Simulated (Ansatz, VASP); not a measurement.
**SnSe2 in VASP and in Ansatz**

Contents of INCAR:

```
PREC     = Accurate       # precision mode
ENCUT    = 500            # plane-wave cutoff, eV
EDIFF    = 1E-6           # SCF threshold, eV
ISMEAR   = 0              # smearing method
SIGMA    = 0.03           # smearing width, eV
LREAL    = False          # projectors in reciprocal space
LASPH    = True           # aspherical terms in the spheres
NELM     = 120            # most SCF steps
ALGO     = Normal         # electronic algorithm
ISIF     = 2              # what is computed and relaxed
LWAVE    = False          # write WAVECAR
LCHARG   = True           # write CHGCAR
GGA      = PE             # functional
IVDW     = 12             # dispersion correction
LELF     = True           # ELF
LVHAR    = True         
NBANDS   = 20             # bands
GGA_COMPAT= False
```

Contents of KPOINTS:

```
Automatic mesh
0
Gamma
  12 12 6
```

Contents of POSCAR:

```
SnSe2
1.0
    3.6771787690      0.0000000000      0.0000000000
   -1.8385893845      3.1845302282      0.0000000000
    0.0000000000      0.0000000000      6.9035354208
Sn Se
1 2
Direct
    0.0000000000      0.0000000000      0.0000000000
    0.3333333333      0.6666666667      0.2651331237
    0.6666666667      0.3333333333      0.7348668763
```

Input for Ansatz:

```yaml
crystal:
  lattice:
    - [3.677178769, 0.0, 0.0]
    - [-1.8385893845, 3.1845302282, 0.0]
    - [0.0, 0.0, 6.9035354208]
  atoms:
    - { symbol: Sn, position: [0.0, 0.0, 0.0] }
    - { symbol: Se, position: [0.3333333333, 0.6666666667, 0.2651331237] }
    - { symbol: Se, position: [0.6666666667, 0.3333333333, 0.7348668763] }
basis:
  ecutwfc: 420
kpoints:
  mp_grid: { grid: [12, 12, 6] }
hamiltonian:
  xc: pbe
  dispersion: d3bj
scf:
  occupations: { method: gaussian, width: 0.03 }
output:
  forces: true
  stress: true
  eigenvalues: true
```

Alike in both runs: task single point; functional PBE; dispersion D3(BJ); k mesh 12 × 12 × 6; occupations gaussian, width 0.03 eV; no spin polarisation.

```csv
,VASP,Ansatz
version,VASP 6.6.1,Ansatz 0.2.0
potentials or method,"VASP PAW PBE potentials, release 64 (Sn_d, Se), cutoff 500 eV","scalar-relativistic, plane waves, PAW"
valence electrons in the cell,26,46
```

Ansatz gave:

| Quantity | Value |
| --- | --- |
| gap on the k mesh at the Fermi level (eV) | none |
| pressure (GPa) | -2.8 |
| traceless stress, the component that is largest in VASP (GPa) | -8.95 |
| rms of the force components (eV/Å) | 0.644 |

**Question.** Estimate VASP's values.

**Answer.** gap on the k mesh at the Fermi level (eV): none; pressure (GPa): -2.8; traceless stress, the component that is largest in VASP (GPa): -8.92; rms of the force components (eV/Å): 0.639.

Atom by atom the forces differ by 0.005 eV/Å (rms over components). A gap of «none» marks a metal or a gap that the smearing closes. VASP's potentials hold 26 valence electrons a cell and Ansatz's 46, so a difference there can come from the potentials and not from the codes.
